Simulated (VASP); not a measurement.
A run of VASP 6.6.1 is set up as follows.

Contents of INCAR:

```
PREC = Accurate ; ENCUT = 500
EDIFF = 1E-6 ; ISMEAR = 0
SIGMA = 0.1 ; LREAL = False
LASPH = True ; NELM = 200
ALGO = Normal ; ISIF = 2
LWAVE = False ; LCHARG = False
ISPIN = 2 ; MAGMOM = 0.76
LORBIT = 11 ; LMAXMIX = 4
GGA = RE ; NBANDS = 16
GGA_COMPAT = False
```

The input KPOINTS:

```
Automatic mesh
0
Gamma
  8 8 8
```

The input POSCAR:

```
Mn
1.0
   -1.3932737400      1.3932737400      1.3932737400
    1.3932737400     -1.3932737400      1.3932737400
    1.3932737400      1.3932737400     -1.3932737400
Mn
1
Direct
    0.0000000000      0.0000000000      0.0000000000
```

Potentials or basis: VASP PAW PBE potentials, release 64 (Mn_pv).

Launch:

```bash
$ cat potpaw_PBE.64/Mn_pv/POTCAR > POTCAR
$ mpirun -np 1 vasp_std > vasp.out
```

Problem. Estimate the net moment.

Solution. 0.71 μB per cell.

Problem. Estimate the pressure.

Solution. 5.0 GPa.

Problem. Predict the site moments.

Solution. Mn +0.71 μB.

Caveat: the k points lie up to 0.40 Å⁻¹ apart; the PAW data sets were made with another functional, which shifts forces and pressure a little.
